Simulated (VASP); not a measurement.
# TiTe2 (P2/m) in VASP: further runs, part 2 of 2

VASP 6.6.1. Earlier steps stand in the parts before.

**3. Relaxation of cell and atoms, PBE**

INCAR

```
ALGO = Normal
EDIFF = 1E-6
EDIFFG = -0.04
ENCUT = 600
GGA = PE
IBRION = 2
ISIF = 3
ISMEAR = 0
LASPH = T
LCHARG = F
LREAL = F
LWAVE = F
NELM = 100
NSW = 90
PREC = Accurate
SIGMA = 0.1
```

KPOINTS

```
k-points
0
Gamma
  6 4 4
```

POSCAR

```
TiTe2
1.0
    2.7080903400      0.0000000000      0.0000000000
    0.0000000000      6.2697143200      0.0000000000
   -0.3147875900      0.0000000000      4.7792469300
Ti Te
1 2
Direct
    0.5000000000      0.0000000000      0.5000000000
    0.0000000000      0.5000000000      0.0000000000
    0.0000000000      0.0000000000      0.0000000000
```

Potentials or basis: VASP PAW PBE potentials, release 64 (Ti_sv, Te).

Command:

```
cat potpaw_PBE.64/Ti_sv/POTCAR potpaw_PBE.64/Te/POTCAR > POTCAR
mpirun -np 1 vasp_std > vasp.out
```

OUTCAR:

```text
EDIFF = 1E-6
   EDIFFG = -0.04
   ENCUT = 600
   GGA = PE
   IBRION = 2
   ISIF = 3
   ISMEAR = 0
   LASPH = T
   LREAL = F
   NELM = 100
   NSW = 90
   PREC = Accurate

 ion  position               nearest neighbor table
   1  0.500  0.000  0.500-   3 2.67   3 2.67   3 2.83   3 2.83
   2  0.000  0.500  0.000-   3 3.13   3 3.13
   3  0.000  0.000  0.000-   1 2.67   1 2.67   1 2.83   1 2.83   2 3.13   2 3.13

  LATTYP: Found a simple monoclinic cell.
 ALAT       =     2.7080903400
 B/A-ratio  =     2.3151791605
 C/A-ratio  =     1.7686273107
 COS(beta)  =    -0.0657231133

  Lattice vectors:

 A1 = (   2.7080903400,   0.0000000000,   0.0000000000)
 A2 = (   0.0000000000,   6.2697143200,   0.0000000000)
 A3 = (  -0.3147875900,   0.0000000000,   4.7792469300)

Analysis of symmetry for initial positions (statically):
=====================================================================
 Subroutine PRICEL returns:
 Original cell was already a primitive cell.

 Routine SETGRP: Setting up the symmetry group for a
 simple monoclinic supercell.

 Subroutine GETGRP returns: Found  4 space group operations
 (whereof  4 operations were pure point group operations)
 out of a pool of  4 trial point group operations.

The static configuration has the point symmetry C_2h.

Analysis of symmetry for dynamics (positions and initial velocities):
=====================================================================
 Subroutine PRICEL returns:
 Original cell was already a primitive cell.

 Routine SETGRP: Setting up the symmetry group for a
 simple monoclinic supercell.

 Subroutine GETGRP returns: Found  4 space group operations
 (whereof  4 operations were pure point group operations)
 out of a pool of  4 trial point group operations.

The dynamic configuration has the point symmetry C_2h.

 Subroutine INISYM returns: Found  4 space group operations
 (whereof  4 operations are pure point group operations),
 and found     1 'primitive' translations

[... 137 lines left out ...]

 number of electron      24.0000000 magnetization

 Free energy of the ion-electron system (eV)
  ---------------------------------------------------
  ext. energy  EPLUGINS =         0.00000000
  ---------------------------------------------------
  free energy    TOTEN  =       -11.87270386 eV

  energy without entropy =      -11.84578727  energy(sigma->0) =      -11.85924556

------------------------ aborting loop because EDIFF is reached ----------------------------------------

  FORCE on cell =-STRESS in cart. coord.  units (eV):
  Direction    XX          YY          ZZ          XY          YZ          ZX
  --------------------------------------------------------------------------------------
  -------------------------------------------------------------------------------------
  Total       14.9447766      4.6252773     -0.0030482      0.0000000      0.0000000      0.3794815
  in kB      295.0731144     91.3225411     -0.0601840      0.0000000      0.0000000      7.4925699
  external PRESSURE =     128.7784905 kB  Pullay stress =       0.0000000 kB
[... 24 lines left out ...]
--------------------------------------- Ionic step        2  -------------------------------------------

 number of electron      24.0000001 magnetization

 E-fermi :   4.4809     XC(G=0):  -8.4762

 val. band max:        4.4801960460   @ k =   0.5000   0.0000   0.0000
 cond. band min:       4.4922405167   @ k =   0.1667   0.0000   0.2500
 fundamental gap:      0.0120444708
 Fermi energy:         4.4809396197

 k-point     1 :       0.0000    0.0000    0.0000
  band No.  band energies     occupation
      1     -53.2229      2.00000
      2     -29.7578      2.00000
      3     -29.4150      2.00000
      4     -29.3014      2.00000
      5      -8.2306      2.00000
      6      -6.3373      2.00000
[... 514 lines left out ...]
  FREE ENERGIE OF THE ION-ELECTRON SYSTEM (eV)
  ---------------------------------------------------
  free  energy   TOTEN  =       -12.8261172856 eV

  energy  without entropy=      -12.7961997560  energy(sigma->0) =      -12.81115852

[... ionic steps 4 to 44 ...]

--------------------------------------- Ionic step       45  -------------------------------------------

 number of electron      24.0000001 magnetization

------------------------ aborting loop because EDIFF is reached ----------------------------------------
[... 69 lines left out ...]
--------------------------------------- Ionic step       47  -------------------------------------------

 number of electron      24.0000002 magnetization

 Free energy of the ion-electron system (eV)
  ---------------------------------------------------
  ext. energy  EPLUGINS =         0.00000000
  ---------------------------------------------------
  free energy    TOTEN  =       -13.21950773 eV

  energy without entropy =      -13.19212747  energy(sigma->0) =      -13.20581760

 E-fermi :   6.0280     XC(G=0):  -9.2110

 val. band max:        6.0246419855   @ k =   0.1667   0.0000   0.0000
 cond. band min:       6.0280525420   @ k =   0.0000   0.2500   0.5000
 fundamental gap:      0.0034105565
 Fermi energy:         6.0279946367

 k-point     1 :       0.0000    0.0000    0.0000
  band No.  band energies     occupation
      1     -51.5784      2.00000
      2     -27.9758      2.00000
      3     -27.8392      2.00000
      4     -27.8366      2.00000
      5      -7.3015      2.00000
      6      -4.6496      2.00000
[... 477 lines left out ...]
  FREE ENERGIE OF THE ION-ELECTRON SYSTEM (eV)
  ---------------------------------------------------
  free  energy   TOTEN  =       -13.2195077339 eV

  energy  without entropy=      -13.1921274669  energy(sigma->0) =      -13.20581760

 reached required accuracy - stopping structural energy minimisation
```

OSZICAR:

```text
N       E                     dE             d eps       ncg     rms          rms(c)
DAV:   1     0.198248942908E+03    0.19825E+03   -0.12271E+04  1344   0.155E+03
DAV:   2     0.789860997876E+01   -0.19035E+03   -0.18842E+03  1456   0.377E+02
DAV:   3    -0.115359779835E+02   -0.19435E+02   -0.19042E+02  2552   0.979E+01
DAV:   4    -0.125724571601E+02   -0.10365E+01   -0.10318E+01  1680   0.211E+01
[... 514 lines left out ...]
DAV:   3    -0.132197822708E+02    0.35240E-02   -0.35031E-02  1888   0.921E-01    0.133E-01
DAV:   4    -0.132195066274E+02    0.27564E-03   -0.15907E-03  2040   0.309E-01    0.263E-02
DAV:   5    -0.132195035263E+02    0.31011E-05   -0.81629E-05  2024   0.638E-02    0.233E-02
DAV:   6    -0.132195069911E+02   -0.34649E-05   -0.20235E-05  2232   0.237E-02    0.133E-02
DAV:   7    -0.132195077339E+02   -0.74281E-06   -0.32803E-06  1928   0.131E-02
  47 F= -.13219508E+02 E0= -.13205818E+02  d E =-.517629E-03
```

CONTCAR:

```text
TiTe2
   1.00000000000000
     4.1659880501203039    0.0000000000000000    0.1607977459749986
     0.0000000000000000    6.2942344967928499    0.0000000000000000
    -0.1383748236620396    0.0000000000000000    3.4891654113641364
  Ti              Te
     1     2
Direct
     0.5000000000000000    0.0000000000000000    0.5000000000000000
     0.0000000000000000    0.5000000000000000    0.0000000000000000
     0.0000000000000000    0.0000000000000000    0.0000000000000000

  0.00000000E+00  0.00000000E+00  0.00000000E+00
  0.00000000E+00  0.00000000E+00  0.00000000E+00
  0.00000000E+00  0.00000000E+00  0.00000000E+00
```

Run time: 51 min. Hardware: 1 thread of Intel Xeon 8259CL, shared host; peak memory 0.28 GiB.

Results:

```yaml
Free_energy: -13.2195 eV
Relaxed_volume: 30.54 Å³/atom
Relaxed_cell: a = 4.169 Å, b = 6.294 Å, c = 3.492 Å, α = 90.00°, β = 90.06°, γ = 90.00°
Space_group_after_relaxing_to_0.1_Å: Pmmm (No. 47)
Energy_gained_by_relaxing: 448.9 meV/atom
Ionic_steps: 47
Pressure_after_relaxing: 0.0 GPa
Band_gap_on_the_k_mesh: zero (bands 12 and 13 overlap by 0.94 eV)
```

Step by step:
```tsv
step	energy change (eV)	largest force (eV/Å)	pressure (GPa)	volume (Å³)
1	0.0000	0.0000	12.88	81.15
3	-0.9534	0.0000	-1.30	96.88
5	-1.0419	0.0000	1.59	92.56
7	-1.0884	0.0000	1.39	93.13
9	-1.1162	0.0000	-0.50	95.93
11	-1.1193	0.0000	-0.27	95.34
13	-1.1237	0.0000	0.01	94.36
15	-1.1318	0.0000	-0.64	94.13
17	-1.1340	0.0000	-0.59	93.85
19	-1.1591	0.0000	-0.13	92.53
21	-1.1692	0.0000	0.09	91.75
23	-1.1727	0.0000	0.26	91.20
25	-1.1790	0.0000	0.18	91.31
27	-1.2168	0.0000	-0.25	92.15
29	-1.2208	0.0000	-0.30	92.37
31	-1.2427	0.0000	0.51	91.28
33	-1.2471	0.0000	1.14	90.56
35	-1.2687	0.0000	0.34	92.42
37	-1.2779	0.0000	-0.07	93.58
39	-1.2902	0.0000	-0.49	94.84
41	-1.3111	0.0000	-0.77	94.98
43	-1.3282	0.0000	-0.47	93.55
45	-1.3463	0.0000	0.10	91.44
47	-1.3468	0.0000	-0.01	91.63
```

Final structure:
```yaml
crystal:
  lattice:
    - [4.16599, 0.00000, 0.16080]
    - [0.00000, 6.29423, 0.00000]
    - [-0.13837, 0.00000, 3.48917]
  atoms:
    - { symbol: Ti, position: [0.50000, 0.00000, 0.50000] }
    - { symbol: Te, position: [0.00000, 0.50000, 0.00000] }
    - { symbol: Te, position: [0.00000, 0.00000, 0.00000] }
```

Levels at points of the mesh, in eV from the Fermi level:
```csv
k point,band 10,band 11,band 12,band 13,band 14,band 15
"(0.00, 0.00, 0.00)",-0.68,-0.27,0.01,0.07,0.18,0.63
"(0.50, 0.00, 0.00)",-2.52,-0.08,0.41,0.67,0.90,1.08
"(0.00, 0.50, 0.00)",-1.57,-1.06,-0.49,0.07,0.48,0.55
"(0.50, 0.50, 0.00)",-2.49,-1.71,-0.08,0.07,0.67,1.54
"(0.00, 0.00, 0.50)",-3.36,0.27,0.30,0.38,0.73,1.53
"(0.50, 0.00, 0.50)",-2.74,-1.32,-0.71,-0.53,0.20,0.33
"(0.00, 0.50, 0.50)",-2.57,-1.04,0.22,0.28,0.31,1.17
"(0.50, 0.50, 0.50)",-2.22,-1.46,-0.96,0.03,0.08,0.21
```

Caveat: the k points lie up to 0.45 Å⁻¹ apart in the final cell, too coarse for converged energies and pressures of a metal; a cell axis changed by over 15 % at a fixed basis, so the end point is rough; spin-orbit coupling is left out, which moves the levels of the heavy elements.
